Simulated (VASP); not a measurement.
Wanted: the native input for a VASP 6.6.1 run.

| Item | Value |
| --- | --- |
| Task | relaxation of cell and atoms |
| Functional | PBE |
| Potentials or basis | VASP PAW PBE potentials, release 64 (Cs_sv, Si, Sb) |
| Cutoff | 600 eV |
| k mesh | 6 × 6 × 6 |
| Occupations | gaussian, width 0.1 eV |
| Spin | no spin polarisation |
| Dipole correction | no |
| Further INCAR settings | ALGO = Normal; EDIFF = 1e-06; IBRION = 2; EDIFFG = -0.01; NSW = 100; ISIF = 3 |

The structure of CsSi4Sb2 lies in POSCAR:

```
CsSi4Sb2
1.0
   -3.6288249195      3.6288249195      3.8015498042
    3.6288249195     -3.6288249195      3.8015498042
    3.6288249195      3.6288249195     -3.8015498042
Cs Si Sb
1 4 2
Direct
    0.0000000000      0.0000000000      0.0000000000
    0.7305608437      0.5000000000      0.2305608437
    0.5000000000      0.7305608437      0.2305608437
    0.5000000000      0.2694391563      0.7694391563
    0.2694391563      0.5000000000      0.7694391563
    0.2500000000      0.7500000000      0.5000000000
    0.7500000000      0.2500000000      0.5000000000
```

The input as run:

INCAR

```
PREC     = Accurate       # precision mode
ENCUT    = 600            # plane-wave cutoff, eV
EDIFF    = 1E-6           # SCF threshold, eV
ISMEAR   = 0              # smearing method
SIGMA    = 0.1            # smearing width, eV
LREAL    = False          # projectors in reciprocal space
LASPH    = True           # aspherical terms in the spheres
NELM     = 60             # most SCF steps
ALGO     = Normal         # electronic algorithm
ISIF     = 3              # what is computed and relaxed
LWAVE    = False          # write WAVECAR
LCHARG   = False          # write CHGCAR
GGA      = PE             # functional
IBRION   = 2              # ionic algorithm
NSW      = 100            # ionic steps
EDIFFG   = -0.01          # ionic threshold
```

KPOINTS

```
regular mesh
0
Gamma
  6 6 6
```

Potentials or basis: VASP PAW PBE potentials, release 64 (Cs_sv, Si, Sb).

Command:

```console
$ cat potpaw_PBE.64/Cs_sv/POTCAR potpaw_PBE.64/Si/POTCAR potpaw_PBE.64/Sb/POTCAR > POTCAR
$ mpirun -np 1 vasp_std > vasp.out
```

Results of the run:

The relaxed volume is 28.99 Å³/atom, the relaxed cell is a = 6.416 Å, b = 6.416 Å, c = 6.416 Å, α = 110.89°, β = 110.89°, γ = 106.67° and the space group after relaxing (to 0.05 Å) is I4/mmm (No. 139). The energy gained by relaxing is 0.9 meV/atom and the ionic steps are 3. The pressure after relaxing is 0.0 GPa and the largest force after relaxing is 0.006 eV/Å.

Run time: 3.5 min on 1 thread of AMD EPYC 9R45 96-Core Processor (Zen 5) (shared host), peak memory 0.46 GiB.
